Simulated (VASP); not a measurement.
# GaN (I4/mmm) in VASP: notebook, part 2 of 2

VASP 6.6.1. Earlier steps stand in the parts before.

## 4. Single point, r2SCAN

This run uses another cell than the first one, of the same volume but with other edges.

The input, POSCAR:

```
GaN
1.0
    0.0000000000      2.0684647200      2.2753111920
    2.0684647200      0.0000000000      2.2753111920
    2.0684647200      2.0684647200      0.0000000000
Ga N
1 1
Direct
    0.0000000000      0.0000000000      0.0000000000
    0.5000000000      0.5000000000      0.5000000000
```

The input, INCAR.step1:

```
PREC = Accurate
ENCUT = 520
ISMEAR = 0
SIGMA = 0.05
LREAL = F
LASPH = T
NELM = 60
NBANDS = 16
GGA = PE
ALGO = Normal
EDIFF = 1E-4
LWAVE = T
LCHARG = F
```

The input, INCAR.step2:

```
PREC = Accurate
ENCUT = 520
EDIFF = 1E-6
ISMEAR = 0
SIGMA = 0.05
LREAL = F
LASPH = T
NELM = 60
ALGO = Normal
ISIF = 2
LWAVE = F
LCHARG = F
METAGGA = R2SCAN
LMIXTAU = T
NBANDS = 16
ISTART = 1
```

The input, KPOINTS:

```
regular mesh
0
Gamma
  12 12 12
```

Potentials or basis: VASP PAW PBE potentials, release 64 (Ga_d, N).

Command:

```bash
cat potpaw_PBE.64/Ga_d/POTCAR potpaw_PBE.64/N/POTCAR > POTCAR
cp INCAR.step1 INCAR
mpirun -np 1 vasp_std > vasp.out
cp INCAR.step2 INCAR
mpirun -np 1 vasp_std > vasp.out
```

OUTCAR:

```text
PREC = Accurate
   ENCUT = 520
   EDIFF = 1E-6
   ISMEAR = 0
   LREAL = F
   LASPH = T
   NELM = 60
   ISIF = 2
   METAGGA = R2SCAN
   ISTART = 1

 ion  position               nearest neighbor table
   1  0.000  0.000  0.000-   2 2.07   2 2.07   2 2.07   2 2.07   2 2.28   2 2.28
   2  0.500  0.500  0.500-   1 2.07   1 2.07   1 2.07   1 2.07   1 2.28   1 2.28

  LATTYP: Found a body centered tetragonal cell.
 ALAT       =     2.9252508603
 C/A-ratio  =     1.5556349186

  Lattice vectors:

 A1 = (  -2.0684647200,   0.0000000000,   2.2753111920)
 A2 = (   2.0684647200,   0.0000000000,   2.2753111920)
 A3 = (   0.0000000000,   2.0684647200,  -2.2753111920)

Analysis of symmetry for initial positions (statically):
=====================================================================
 Subroutine PRICEL returns:
 Original cell was already a primitive cell.

 Routine SETGRP: Setting up the symmetry group for a
 body centered tetragonal supercell.

 Subroutine GETGRP returns: Found 16 space group operations
 (whereof 16 operations were pure point group operations)
 out of a pool of 16 trial point group operations.

The static configuration has the point symmetry D_4h.

Analysis of symmetry for dynamics (positions and initial velocities):
=====================================================================
 Subroutine PRICEL returns:
 Original cell was already a primitive cell.

 Routine SETGRP: Setting up the symmetry group for a
 body centered tetragonal supercell.

 Subroutine GETGRP returns: Found 16 space group operations
 (whereof 16 operations were pure point group operations)
 out of a pool of 16 trial point group operations.

The dynamic configuration has the point symmetry D_4h.

 Subroutine INISYM returns: Found 16 space group operations
[... 106 lines left out ...]
   TEBEG  =    0.0;   TEEND  =   0.0 temperature during run
   PSTRESS=    0.0 pullay stress
   NELECT =      18.0000    total number of electrons
   NUPDOWN=      -1.0000    fix difference up-down
   EMIN   =  10.00;   EMAX   =-10.00  energy-range for DOS
   EFERMI =   0.00;   METHOD = LEGACY
   ISMEAR =     0;   SIGMA  =   0.05  broadening in eV -4-tet -1-fermi 0-gaus
   EFERMI_NEDOS =   21; number of points for ismear=-14 and -15
   IALGO  =     38    algorithm
   IMIX   =      4    mixing-type and parameters
     AMIX     =   0.40;   BMIX     =  1.00
     AMIX_MAG =   1.60;   BMIX_MAG =  1.00
  volume/ion in A,a.u.               =       9.74        65.70
  Fermi-wavevector in a.u.,A,eV,Ry     =   1.594814  3.013761 34.605481  2.543431
  Thomas-Fermi vector in A             =   2.692830
   LORBIT       =      0    0 simple, 1 ext, 2 COOP (PROOUT), +10 PAW based schemes
   METAGGA = R2SCAN    functional components
   LHFCALC =     F    Hartree Fock is set to
   AEXX    =    0.0000 exact exchange contribution
   IVDW    =     0    specifies the selected vdW correction
   LEPSILON=     F    determine dielectric tensor
   LRPA    =     F    only Hartree local field effects (RPA)
 non-spin polarized calculation
 Gauss-broadening in eV      SIGMA  =   0.05
  energy-cutoff  :      520.00
  volume of cell :       19.47
 maximum number of plane-waves:       549
   NGX = 11   NGY = 11   NGZ = 11

 number of electron      18.0000004 magnetization

 Free energy of the ion-electron system (eV)
  ---------------------------------------------------
  ext. energy  EPLUGINS =         0.00000000
  ---------------------------------------------------
  free energy    TOTEN  =       -20.90911838 eV

  energy without entropy =      -20.90911838  energy(sigma->0) =      -20.90911838

 E-fermi :   7.7691     XC(G=0): -13.9582

 val. band max:        7.4312721261   @ k =  -0.2500   0.1667   0.0000
 cond. band min:       7.9960230660   @ k =   0.5000   0.0000   0.5000
 fundamental gap:      0.5647509399
 Fermi energy:         7.7691226508

 k-point     1 :       0.0000    0.0000    0.0000
  band No.  band energies     occupation
      1     -10.5608      2.00000
      2      -7.1618      2.00000
      3      -7.1200      2.00000
      4      -7.1200      2.00000
      5      -7.1124      2.00000
      6      -7.0095      2.00000
[... 433 lines left out ...]
      3      -7.2473      2.00000
      4      -7.1147      2.00000
      5      -6.9652      2.00000
      6      -6.3497      2.00000
[... 8 lines left out ...]
     15      28.7988      0.00000
     16      29.7428      0.00000

 [... further k-points ...]
[... 5 lines left out ...]
  --------------------------------------------------------------------------------------
  -------------------------------------------------------------------------------------
  Total        0.0342647      0.0342647     -1.5961404      0.0000000      0.0000000     -0.0000000
  in kB        2.8196175      2.8196175   -131.3453266      0.0000000      0.0000000     -0.0000000
  external PRESSURE =     -41.9020305 kB  Pullay stress =       0.0000000 kB

 VOLUME and BASIS-vectors are now :
 -----------------------------------------------------------------------------
  energy-cutoff  :      520.00
  volume of cell :       19.47
      direct lattice vectors                 reciprocal lattice vectors
     0.000000000  2.068464720  2.275311192    -0.241725177  0.241725177  0.219750161
     2.068464720  0.000000000  2.275311192     0.241725177 -0.241725177  0.219750161
     2.068464720  2.068464720  0.000000000     0.241725177  0.241725177 -0.219750161

 POSITION                                       TOTAL-FORCE (eV/Angst)
 -----------------------------------------------------------------------------------
      0.00000      0.00000      0.00000        -0.000000      0.000000      0.000000
      2.06846      2.06846      2.27531         0.000000     -0.000000     -0.000000
 -----------------------------------------------------------------------------------
    total drift:                                0.000000     -0.000000     -0.000000

  FREE ENERGIE OF THE ION-ELECTRON SYSTEM (eV)
  ---------------------------------------------------
  free  energy   TOTEN  =       -20.9091183760 eV

  energy  without entropy=      -20.9091183760  energy(sigma->0) =      -20.90911838
```

Wall time 4.8 min (1 thread of Intel Xeon 8259CL, shared host); peak memory 0.18 GiB.

What came out:

- Free energy: -20.9091 eV
- Pressure: -4.2 GPa
- Band gap on the k mesh: 0.56 eV (least direct gap 2.54 eV)

Stress tensor (GPa, compression positive):
```
  0.28   0.00   0.00
  0.00   0.28   0.00
  0.00   0.00 -13.13
```

Caveat: the stress differs along the axes, from -13 to 0 GPa; semilocal functionals underestimate gaps, and a narrow one can read as zero; the PAW data sets were made with another functional, which shifts forces and pressure a little.

## 5. Overview

```tsv
cell	gap on the mesh (eV)	pressure (GPa)
a = 3.209, b = 3.209, c = 2.767 Å, angles 64.5, 64.5, 51.1°, 2 atoms	0.40	16.5
a = 2.983, b = 2.983, c = 3.105 Å, angles 58.6, 58.6, 62.7°, 2 atoms	0.54	-4.9
a = 3.075, b = 3.075, c = 2.925 Å, angles 61.6, 61.6, 56.8°, 2 atoms	0.56	-4.2
```

Alike in all rows: task single point; level r2SCAN; potentials or basis VASP PAW PBE potentials, release 64 (Ga_d, N); no spin polarisation; k mesh 12 × 12 × 12; cutoff (eV) 520; smearing gaussian 0.05 eV.

Caveats: semilocal functionals underestimate gaps, and a narrow one can read as zero; the PAW data sets were made with another functional, which shifts forces and pressure a little; the stress differs along the axes, from -11 to 30 GPa (at least some runs); the stress differs along the axes, from -10 to 5 GPa (at least some runs); the stress differs along the axes, from -13 to 0 GPa (at least some runs).

Total energies depend on the potentials used, so only differences within one code and one set of settings carry meaning.
